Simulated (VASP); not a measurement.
Runs of VASP 6.6.1 on SiC3. The structure is that of space group P-4m2 (No. 115), or close to it. The cells are those of the table. 

```tsv
level	cell	k mesh	gap on the mesh (eV)	pressure (GPa)	largest force (eV/Å)
r2SCAN	a = 2.796, b = 2.796, c = 4.090 Å, 4 atoms	8 × 8 × 6	1.78	0.0	0.05
r2SCAN	a = 2.796, b = 2.796, c = 4.090 Å, 4 atoms	10 × 10 × 6	1.68	0.0	0.05
PBE	a = 2.858, b = 2.858, c = 4.193 Å, 4 atoms	8 × 8 × 6	1.49	-14.6	0.28
PBE	a = 2.796, b = 2.796, c = 4.090 Å, 4 atoms	10 × 10 × 6	1.41	3.3	0.32
r2SCAN	a = 2.739, b = 2.739, c = 4.007 Å, 4 atoms	8 × 8 × 6	(b)	(c)	0.29
PBE	a = 2.774, b = 2.774, c = 4.070 Å, 4 atoms	8 × 8 × 6	1.44	9.2	0.13
PBE	a = 2.830, b = 2.830, c = 4.153 Å, 4 atoms	8 × 8 × 6	1.48	(a)	0.15
r2SCAN	a = 2.824, b = 2.824, c = 4.131 Å, 4 atoms	8 × 8 × 6	1.79	-8.3	0.19
r2SCAN	a = 2.851, b = 2.851, c = 4.170 Å, 4 atoms	8 × 8 × 6	1.80	-15.4	0.33
PBE	a = 2.803, b = 2.803, c = 4.112 Å, 4 atoms	8 × 8 × 6	1.46	0.0	0.02
PBE	a = 2.745, b = 2.745, c = 4.028 Å, 4 atoms	8 × 8 × 6	1.42	(d)	0.30
r2SCAN	a = 2.768, b = 2.768, c = 4.049 Å, 4 atoms	8 × 8 × 6	1.77	9.6	0.11
```

Alike in all rows: task single point; potentials or basis VASP PAW PBE potentials, release 64 (C, Si); no spin polarisation; cutoff (eV) 520; smearing gaussian 0.01 eV.

Problem. Fill in the values left out.

Solution. (a) -7.9; (b) 1.76; (c) 20.7; (d) 19.7.

Caveats: the PAW data sets were made with another functional, which shifts forces and pressure a little (at least some runs); the cell stands under pressure (at least some runs); the cell stands under tension (at least some runs).

A k mesh can miss the band edges.
